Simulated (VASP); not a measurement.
Here is a VASP 6.6.1 calculation.

Contents of INCAR:

```
SYSTEM = Mg3CdSe4
  PREC = Accurate
  ENCUT = 600
  EDIFF = 1E-7
  ISMEAR = 0
  SIGMA = 0.02
  LREAL = .False.
  LASPH = .True.
  NELM = 100
  ALGO = Normal
  ISIF = 3
  LWAVE = .False.
  LCHARG = .False.
  GGA = PE
  IBRION = 2
  NSW = 100
  EDIFFG = -0.01
```

Contents of KPOINTS:

```
Automatic mesh
0
Gamma
  6 6 6
  0 0 0
```

POSCAR

```
Mg3CdSe4
1.0
    6.0437947000      0.0000000000      0.0000000000
    0.0000000000      6.0437947000      0.0000000000
    0.0000000000      0.0000000000      6.0437947000
Mg Cd Se
3 1 4
Direct
    0.0000000000      0.5000000000      0.5000000000
    0.5000000000      0.0000000000      0.5000000000
    0.5000000000      0.5000000000      0.0000000000
    0.0000000000      0.0000000000      0.0000000000
    0.2556460000      0.2556460000      0.7443540000
    0.2556460000      0.7443540000      0.2556460000
    0.7443540000      0.2556460000      0.2556460000
    0.7443540000      0.7443540000      0.7443540000
```

Potentials or basis: VASP PAW PBE potentials, release 64 (Mg, Cd, Se).

The run is started by

```console
$ cat potpaw_PBE.64/Mg/POTCAR potpaw_PBE.64/Cd/POTCAR potpaw_PBE.64/Se/POTCAR > POTCAR
$ mpirun -np 1 vasp_std > vasp.out
```

(1) Predict the band gap on the k mesh.

(2) What does it give for the space group after relaxing (to 0.1 Å)?

Answers

(1) 1.93 eV.

(2) P-43m (No. 215).
